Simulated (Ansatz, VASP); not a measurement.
Given: the input of a run of Ansatz 0.2.0 on WC.

Contents of input.yaml:

```yaml
crystal:
  lattice:
    - [2.9065, 0.0, 0.0]
    - [-1.45325, 2.5171028361, 0.0]
    - [0.0, 0.0, 2.8366]
  atoms:
    - { symbol: W, position: [0.0, 0.0, 0.0] }
    - { symbol: C, position: [0.6666666667, 0.3333333333, 0.5] }
hamiltonian:
  xc: pbe
  pseudopotentials: { kind: paw }
kpoints:
  mp_grid: { grid: [6, 6, 5] }
scf:
  occupations: { method: fermi_dirac, width: 0.05 }
output:
  forces: true
  stress: true
  eigenvalues: true
```

Potentials or basis: Ansatz PAW.

Launch:

```console
$ ansatz run input.yaml --threads 2 --pin off --max-ram 5632MiB --backend cpu --events-out ev --progress --plain --runs-dir out
```

**Question.** Set up the same calculation for VASP 6.6.1. Potentials there: VASP PAW PBE potentials, release 64 (W_sv, C).

**Answer.** As run (the cutoff follows the program's own potentials):

INCAR

```
SYSTEM = WC
PREC = Accurate
ENCUT = 520
EDIFF = 1E-6
ISMEAR = -1
SIGMA = 0.05
LREAL = .FALSE.
LASPH = .TRUE.
NELM = 100
ALGO = Normal
ISIF = 2
LWAVE = .FALSE.
LCHARG = .FALSE.
GGA = PE
NBANDS = 16
```

The input KPOINTS:

```
Automatic mesh
0
G
  6 6 5
  0 0 0
```

Contents of POSCAR:

```
WC
1.0
    2.9065000000      0.0000000000      0.0000000000
   -1.4532500000      2.5171028361      0.0000000000
    0.0000000000      0.0000000000      2.8366000000
W C
1 1
Direct
    0.0000000000      0.0000000000      0.0000000000
    0.6666666667      0.3333333333      0.5000000000
```

Potentials or basis: VASP PAW PBE potentials, release 64 (W_sv, C).

The run is started by

```console
$ cat potpaw_PBE.64/W_sv/POTCAR potpaw_PBE.64/C/POTCAR > POTCAR
$ mpirun -np 1 vasp_std > vasp.out
```

Both were run:

|  | VASP | Ansatz | Ansatz less VASP |
| --- | --- | --- | --- |
| gap on the k mesh at the Fermi level (eV) | none | none | - |
| pressure (GPa) | 6.9 | 5.9 | -1.02 |
| traceless stress, the component that is largest in VASP (GPa) | -2.09 | -2.34 | -0.251 |

A gap of «none» marks a metal or a gap that the smearing closes. With one functional, cell and mesh, what is left measures potentials, basis and numerics.

The k mesh is coarse, so the values compare programs but aren't converged. Neither program's run includes spin-orbit coupling.
